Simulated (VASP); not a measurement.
# CdSe (Cadmoselite): single point with PBE exchange alone

CdSe (Cadmoselite):

```xyz
4
Lattice="4.3566 0.0000 0.0000 -2.1783 3.7729 0.0000 0.0000 0.0000 7.1124" Properties=species:S:1:pos:R:3 pbc="T T T"
Cd    2.1783    1.2576    3.5562
Cd    0.0000    2.5153    0.0000
Se    2.1783    1.2576    6.2945
Se    0.0000    2.5153    2.7383
```

```yaml
Program: VASP 6.6.1
Task: single point
Functional: PBE exchange alone
Potentials_or_basis: VASP PAW PBE potentials, release 64 (Cd, Se)
Cutoff: 520 eV
k_mesh: 7 × 7 × 4
Occupations: fermi-dirac, width 0.05 eV
Spin: no spin polarisation
```

| Item | Value |
| --- | --- |
| Pressure | 8.6 GPa |
| Largest force | 0.301 eV/Å |
| Band gap on the k mesh | 0.57 eV, direct |

Forces on the atoms (eV/Å):
```
Cd   0.000  0.000  0.301
Cd   0.000  0.000  0.301
Se   0.000  0.000 -0.301
Se   0.000  0.000 -0.301
```

Stress tensor (GPa, compression positive):
```
9.26 0.00 0.00
0.00 9.26 0.00
0.00 0.00 7.25
```

Levels at points of the mesh, in eV from the valence-band top:
```
           k point  band 15  band 16  band 17  band 18  band 19  band 20  band 21  band 22
(0.00, 0.00, 0.00)    -0.67    -0.01     0.00     0.00     0.57     2.04     5.85     5.85
(0.00, 0.00, 0.50)    -0.35    -0.35    -0.35    -0.35     2.21     2.21     5.79     5.79
```

Wall time 26 s on 1 thread of Intel(R) Xeon(R) 6975P-C (Granite Rapids), with other jobs on the host, peak memory 0.25 GiB.
